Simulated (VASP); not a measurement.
# Li2Pd (P6/mmm) in VASP: notebook

Runs on Li2Pd. Level: LDA. Tasks: electric field gradients.

All numbers are computed with VASP 6.6.1; they aren't measurements. Logs are shortened: lines on timing, memory, paths and dates and some standing lists are left out, and cuts for length are marked.

## 1. The cell of the first run

It takes space group P6/mmm (No. 191, hexagonal). Conventional cell: a = 4.140 Å, b = 4.140 Å, c = 2.676 Å, α = 90.00°, β = 90.00°, γ = 120.00°. Within 3.2 Å of Li (site symmetry -6m2) lie 5 Li at 2.39 to 2.68 Å and 6 Pd at 2.74 Å. Within 3.5 Å of Pd (site symmetry 6/mmm) lie 2 Pd at 2.68 Å and 12 Li at 2.74 Å.

## 2. Electric field gradients, LDA (13.24 Å³/atom)

INCAR reads:

```
PREC = Accurate
ENCUT = 520
EDIFF = 1E-8
ISMEAR = -1
SIGMA = 0.08
LREAL = False
LASPH = True
NELM = 80
ALGO = Normal
ISIF = 2
LWAVE = False
LCHARG = False
GGA = CA
LEFG = True
NBANDS = 15
```

KPOINTS reads:

```
Automatic mesh
0
Gamma
  11 11 15
```

POSCAR reads:

```
Li2Pd
1.0
    4.1404167863      0.0000000000      0.0000000000
   -2.0702083932      3.5857061193      0.0000000000
    0.0000000000      0.0000000000      2.6761312904
Li Pd
2 1
Direct
    0.3333333333      0.6666666667      0.5000000000
    0.6666666667      0.3333333333      0.5000000000
    0.0000000000      0.0000000000      0.0000000000
```

Potentials or basis: VASP PAW LDA potentials, release 64 (Li_sv, Pd).

On the command line:

```bash
$ cat potpaw_LDA.64/Li_sv/POTCAR potpaw_LDA.64/Pd/POTCAR > POTCAR
$ mpirun -np 1 vasp_std > vasp.out
```

OUTCAR:

```text
PREC = Accurate
   ENCUT = 520
   EDIFF = 1E-8
   ISMEAR = -1
   LREAL = False
   LASPH = True
   NELM = 80
   ISIF = 2
   GGA = CA

 ion  position               nearest neighbor table
   1  0.333  0.667  0.500-   2 2.39   2 2.39   2 2.39   3 2.74   3 2.74   3 2.74   3 2.74   3 2.74
                             3 2.74
   2  0.667  0.333  0.500-   1 2.39   1 2.39   1 2.39   3 2.74   3 2.74   3 2.74   3 2.74   3 2.74
                             3 2.74
   3  0.000  0.000  0.000-   1 2.74   2 2.74   1 2.74   2 2.74   2 2.74   2 2.74   1 2.74   1 2.74
                             2 2.74   2 2.74   1 2.74   1 2.74

  LATTYP: Found a hexagonal cell.
 ALAT       =     4.1404167863
 C/A-ratio  =     0.6463434549

  Lattice vectors:

 A1 = (   4.1404167863,   0.0000000000,   0.0000000000)
 A2 = (  -2.0702083932,   3.5857061193,   0.0000000000)
 A3 = (   0.0000000000,   0.0000000000,   2.6761312904)

Analysis of symmetry for initial positions (statically):
=====================================================================
 Subroutine PRICEL returns:
 Original cell was already a primitive cell.

 Routine SETGRP: Setting up the symmetry group for a
 hexagonal supercell.

 Subroutine GETGRP returns: Found 24 space group operations
 (whereof 24 operations were pure point group operations)
 out of a pool of 24 trial point group operations.

The static configuration has the point symmetry D_6h.

Analysis of symmetry for dynamics (positions and initial velocities):
=====================================================================
 Subroutine PRICEL returns:
 Original cell was already a primitive cell.

 Routine SETGRP: Setting up the symmetry group for a
 hexagonal supercell.

 Subroutine GETGRP returns: Found 24 space group operations
 (whereof 24 operations were pure point group operations)
 out of a pool of 24 trial point group operations.

The dynamic configuration has the point symmetry D_6h.

 Subroutine INISYM returns: Found 24 space group operations
 (whereof 24 operations are pure point group operations),
 and found     1 'primitive' translations

----------------------------------------------------------------------------------------

                                     Primitive cell

  volume of cell :      39.7307

  direct lattice vectors                    reciprocal lattice vectors
     4.140416786  0.000000000  0.000000000     0.241521579  0.139442549  0.000000000
    -2.070208393  3.585706119  0.000000000     0.000000000  0.278885097  0.000000000
     0.000000000  0.000000000  2.676131290     0.000000000  0.000000000  0.373673744

  length of vectors
     4.140416786  4.140416786  2.676131290     0.278885097  0.278885097  0.373673744

  position of ions in fractional coordinates (direct lattice)
     0.333333333  0.666666667  0.500000000
     0.666666667  0.333333333  0.500000000
     0.000000000  0.000000000  0.000000000

  ion indices of the primitive-cell ions
   primitive index   ion index
                 1           1
                 2           2
                 3           3

----------------------------------------------------------------------------------------

 KPOINTS: Automatic mesh

Automatic generation of k-mesh.
 Grid dimensions read from file:
 generate k-points for:   11   11   15

 Generating k-lattice:

  Cartesian coordinates                     Fractional coordinates (reciprocal lattice)
     0.021956507  0.012676595  0.000000000     0.090909091  0.000000000  0.000000000
     0.000000000  0.025353191  0.000000000     0.000000000  0.090909091  0.000000000
     0.000000000  0.000000000  0.024911583     0.000000000  0.000000000  0.066666667

  Length of vectors
     0.025353191  0.025353191  0.024911583

  Shift w.r.t. Gamma in fractional coordinates (k-lattice)
     0.000000000  0.000000000  0.000000000

[... 39 lines left out ...]
   NGXF,Y,Z  is equivalent  to a cutoff of  25.70, 25.70, 24.85 a.u.
 SYSTEM =  unknown system
   PREC   = accura    normal or accurate (medium, high low for compatibility)
   ISTART =      0    job   : 0-new  1-cont  2-samecut
   ICHARG =      2    charge: 1-file 2-atom 10-const
   ISPIN  =      1    spin polarized calculation?
   LNONCOLLINEAR =      F non collinear calculations
   LSORBIT =      F    spin-orbit coupling
   LASPH  =      T    aspherical Exc in radial PAW
   ENCUT  =  520.0 eV  38.22 Ry    6.18 a.u.   7.70  7.70  4.98*2*pi/ulx,y,z
   NELM   =     80;   NELMIN=  2; NELMDL= -5     # of ELM steps
   EDIFF  = 0.1E-07   stopping-criterion for ELM
   LREAL  =      F    real-space projection
   EDIFFG = 0.1E-06   stopping-criterion for IOM
   NSW    =      0    number of steps for IOM
   IBRION =     -1    ionic relax: 0-MD 1-quasi-New 2-CG
   NFREE  =      0    steps in history (QN), initial steepest desc. (CG)
   ISIF   =      2    stress and relaxation
   ISYM   =      2    0-nonsym 1-usesym 2-fastsym
   POTIM  = 0.5000    time-step for ionic-motion
   TEBEG  =    0.0;   TEEND  =   0.0 temperature during run
   PSTRESS=    0.0 pullay stress
   NELECT =      16.0000    total number of electrons
   NUPDOWN=      -1.0000    fix difference up-down
   EMIN   =  10.00;   EMAX   =-10.00  energy-range for DOS
   EFERMI =   0.00;   METHOD = LEGACY
   ISMEAR =    -1;   SIGMA  =   0.08  broadening in eV -4-tet -1-fermi 0-gaus
   EFERMI_NEDOS =   21; number of points for ismear=-14 and -15
   IALGO  =     38    algorithm
   IMIX   =      4    mixing-type and parameters
     AMIX     =   0.40;   BMIX     =  1.00
     AMIX_MAG =   1.60;   BMIX_MAG =  1.00
  volume/ion in A,a.u.               =      13.24        89.37
  Fermi-wavevector in a.u.,A,eV,Ry     =   1.208944  2.284572 19.885528  1.461545
  Thomas-Fermi vector in A             =   2.344536
   LORBIT       =      0    0 simple, 1 ext, 2 COOP (PROOUT), +10 PAW based schemes
   GGA     = CA    functional components
   LHFCALC =     F    Hartree Fock is set to
   AEXX    =    0.0000 exact exchange contribution
   IVDW    =     0    specifies the selected vdW correction
   LEPSILON=     F    determine dielectric tensor
   LRPA    =     F    only Hartree local field effects (RPA)
 non-spin polarized calculation
  energy-cutoff  :      520.00
  volume of cell :       39.73
 maximum number of plane-waves:      1102
 NGX is ok and might be reduce to    32
   NGX = 15   NGY = 15   NGZ =  9

 number of electron      15.9999998 magnetization

 Free energy of the ion-electron system (eV)
  ---------------------------------------------------
  ext. energy  EPLUGINS =         0.00000000
  ---------------------------------------------------
  free energy    TOTEN  =       -11.70068655 eV

  energy without entropy =      -11.68620302  energy(sigma->0) =      -11.69344478

 E-fermi :   4.8617     XC(G=0): -10.3662

 val. band max:        4.8246016347   @ k =   0.3636   0.2727   0.1333
 cond. band min:       4.9113363275   @ k =   0.4545   0.0000   0.4000
 fundamental gap:      0.0867346927
 Fermi energy:         4.8616950366

 k-point     1 :       0.0000    0.0000    0.0000
  band No.  band energies     occupation
      1     -39.9512      2.00000
      2     -39.8220      2.00000
      3      -0.4366      2.00000
      4       1.0049      2.00000
      5       1.7553      2.00000
      6       1.7553      2.00000
      7       3.7692      2.00000
      8       3.7692      2.00000
      9       9.1380      0.00000
     10       9.1380      0.00000
     11      10.6139      0.00000
     12      10.6139      0.00000
     13      14.3370      0.00000
     14      15.8075      0.00000
[... 401 lines left out ...]
      2     -39.8361      2.00000
      3       0.0369      2.00000
      4       1.2326      2.00000
      5       1.7979      2.00000
      6       2.1233      2.00000
      7       3.5568      2.00000
      8       3.5920      2.00000
      9       6.3963      0.00000
     10       7.1664      0.00000
     11      12.3130      0.00000
     12      13.2963      0.00000
     13      15.5123      0.00000
     14      16.3202      0.00000
     15      18.2095      0.00000

 [... further k-points ...]
[... 5 lines left out ...]
  --------------------------------------------------------------------------------------
  -------------------------------------------------------------------------------------
  Total       -0.3178535     -0.3178535     -0.7282265      0.0000000      0.0000000      0.0000000
  in kB      -12.8177387    -12.8177387    -29.3664128      0.0000000      0.0000000      0.0000000
  external PRESSURE =     -18.3339634 kB  Pullay stress =       0.0000000 kB

 VOLUME and BASIS-vectors are now :
 -----------------------------------------------------------------------------
  energy-cutoff  :      520.00
  volume of cell :       39.73
      direct lattice vectors                 reciprocal lattice vectors
     4.140416786  0.000000000  0.000000000     0.241521579  0.139442549  0.000000000
    -2.070208393  3.585706119  0.000000000     0.000000000  0.278885097  0.000000000
     0.000000000  0.000000000  2.676131290     0.000000000  0.000000000  0.373673744

 POSITION                                       TOTAL-FORCE (eV/Angst)
 -----------------------------------------------------------------------------------
     -0.00000      2.39047      1.33807        -0.000000     -0.000000     -0.000000
      2.07021      1.19524      1.33807         0.000000      0.000000      0.000000
      0.00000      0.00000      0.00000        -0.000000      0.000000      0.000000
 -----------------------------------------------------------------------------------
    total drift:                                0.000000     -0.000000     -0.000000

  FREE ENERGIE OF THE ION-ELECTRON SYSTEM (eV)
  ---------------------------------------------------
  free  energy   TOTEN  =       -11.7006865516 eV

  energy  without entropy=      -11.6862030180  energy(sigma->0) =      -11.69344478

 Electric field gradients (V/A^2)
---------------------------------------------------------------------
 ion       V_xx      V_yy      V_zz      V_xy      V_xz      V_yz
---------------------------------------------------------------------
   1      -0.007    -0.010     0.016    -0.003     0.000    -0.000
   2      -0.007    -0.010     0.016    -0.003    -0.000    -0.000
   3      47.408    47.409   -94.817     0.001     0.000    -0.000
---------------------------------------------------------------------

 Electric field gradients after diagonalization (V/A^2)
 (convention: |V_zz| > |V_xx| > |V_yy|)
----------------------------------------------------------------------
 ion       V_xx      V_yy      V_zz     asymmetry (V_yy - V_xx)/ V_zz
----------------------------------------------------------------------
   1      -0.011    -0.005     0.016       0.373
   2      -0.011    -0.005     0.016       0.373
   3      47.410    47.407   -94.817       0.000
----------------------------------------------------------------------

           NMR quadrupolar parameters

 Cq : quadrupolar parameter    Cq=e*Q*V_zz/h
 eta: asymmetry parameters     (V_yy - V_xx)/ V_zz
 Q  : nuclear electric quadrupole moment in mb (millibarn)
----------------------------------------------------------------------
 ion       Cq(MHz)       eta       Q (mb)
----------------------------------------------------------------------
   1       0.000       0.373       1.000
   2       0.000       0.373       1.000
   3      -0.229       0.000       1.000
----------------------------------------------------------------------
```

Wall time 45 s (1 thread of Intel Xeon Platinum 8124M at 3.00GHz (Skylake/Cascade Lake), shared host); peak memory 0.19 GiB.

Results:

```
Free energy                             : -11.7007 eV
Band gap on the k mesh                  : zero (bands 8 and 9 overlap by 2.34 eV)
Largest electric field gradient by atom : Li +0.0; Pd -94.8 V/Å²
```

Electric field gradients, principal values (V/Å²):
| atom | least | middle | greatest (by size) |
| --- | --- | --- | --- |
| 1 Li | -0.005 | -0.011 | 0.016 |
| 2 Li | -0.005 | -0.011 | 0.016 |
| 3 Pd | 47.407 | 47.410 | -94.817 |

Caveat: the cutoff is under 1.25 times the usual one of these potentials, so pressure, stress and relaxed cells hold a basis-set (Pulay) error; without QUAD_EFG the Cq values of the log hold for a quadrupole moment of 1 mb, not for the nuclei.

## 3. Electric field gradients, LDA (13.24 Å³/atom)

INCAR reads:

```
SYSTEM = Li2Pd
PREC = Accurate
ENCUT = 520
EDIFF = 1E-8
ISMEAR = -1
SIGMA = 0.08
LREAL = .False.
LASPH = .True.
NELM = 100
ALGO = Normal
ISIF = 2
LWAVE = .False.
LCHARG = .False.
GGA = CA
LEFG = .True.
NBANDS = 15
```

KPOINTS reads:

```
regular mesh
0
Gamma
  11 11 15
  0 0 0
```

POSCAR is that of step 2.

Potentials or basis: VASP PAW LDA potentials, release 64 (Li_sv, Pd).

On the command line:

```bash
$ cat potpaw_LDA.64/Li_sv/POTCAR potpaw_LDA.64/Pd/POTCAR > POTCAR
$ mpirun -np 1 vasp_std > vasp.out
```

OUTCAR:

```text
SYSTEM = Li2Pd
   PREC = Accurate
   ENCUT = 520
   EDIFF = 1E-8
   ISMEAR = -1
   LREAL = .False.
   LASPH = .True.
   NELM = 100
   ISIF = 2
   GGA = CA

 ion  position               nearest neighbor table
   1  0.333  0.667  0.500-   2 2.39   2 2.39   2 2.39   3 2.74   3 2.74   3 2.74   3 2.74   3 2.74
                             3 2.74
   2  0.667  0.333  0.500-   1 2.39   1 2.39   1 2.39   3 2.74   3 2.74   3 2.74   3 2.74   3 2.74
                             3 2.74
   3  0.000  0.000  0.000-   1 2.74   2 2.74   1 2.74   2 2.74   2 2.74   2 2.74   1 2.74   1 2.74
                             2 2.74   2 2.74   1 2.74   1 2.74

[... 661 lines left out ...]
---------------------------------------------------------------------
 ion       V_xx      V_yy      V_zz      V_xy      V_xz      V_yz
---------------------------------------------------------------------
   1      -0.007    -0.010     0.016    -0.003     0.000    -0.000
   2      -0.007    -0.010     0.016    -0.003    -0.000    -0.000
   3      47.408    47.409   -94.817     0.001     0.000    -0.000
---------------------------------------------------------------------

 Electric field gradients after diagonalization (V/A^2)
 (convention: |V_zz| > |V_xx| > |V_yy|)
----------------------------------------------------------------------
 ion       V_xx      V_yy      V_zz     asymmetry (V_yy - V_xx)/ V_zz
----------------------------------------------------------------------
   1      -0.011    -0.005     0.016       0.373
   2      -0.011    -0.005     0.016       0.373
   3      47.410    47.407   -94.817       0.000
----------------------------------------------------------------------

           NMR quadrupolar parameters

 Cq : quadrupolar parameter    Cq=e*Q*V_zz/h
 eta: asymmetry parameters     (V_yy - V_xx)/ V_zz
 Q  : nuclear electric quadrupole moment in mb (millibarn)
----------------------------------------------------------------------
 ion       Cq(MHz)       eta       Q (mb)
----------------------------------------------------------------------
   1       0.000       0.373       1.000
   2       0.000       0.373       1.000
   3      -0.229       0.000       1.000
----------------------------------------------------------------------
```

stdout:

```text
POSCAR found type information on POSCAR LiPd
 POSCAR found :  2 types and       3 ions
 scaLAPACK will be used
 LDA part: xc-table for (Slater(with rela. corr.)+CA(PZ))
 , standard interpolation
 POSCAR, INCAR and KPOINTS ok, starting setup
 FFT: planning ... GRIDC
 FFT: planning ... GRID_SOFT
 FFT: planning ... GRID
 WAVECAR not read
 entering main loop
ion   1

ion   2

ion   3
```

It took 42 s on 1 thread of Intel Xeon Platinum 8124M at 3.00GHz (Skylake/Cascade Lake), shared host; peak memory 0.19 GiB.

What came out:

* Free energy: -11.7007 eV
* Band gap on the k mesh: zero (bands 8 and 9 overlap by 2.34 eV)
* Largest electric field gradient by atom: Li +0.0; Pd -94.8 V/Å²

Electric field gradients, principal values (V/Å²):
| atom | least | middle | greatest (by size) |
| --- | --- | --- | --- |
| 1 Li | -0.005 | -0.011 | 0.016 |
| 2 Li | -0.005 | -0.011 | 0.016 |
| 3 Pd | 47.407 | 47.410 | -94.817 |

Caveat: the cutoff is under 1.25 times the usual one of these potentials, so pressure, stress and relaxed cells hold a basis-set (Pulay) error; without QUAD_EFG the Cq values of the log hold for a quadrupole moment of 1 mb, not for the nuclei.

(Part 1 of 3 ends here.)
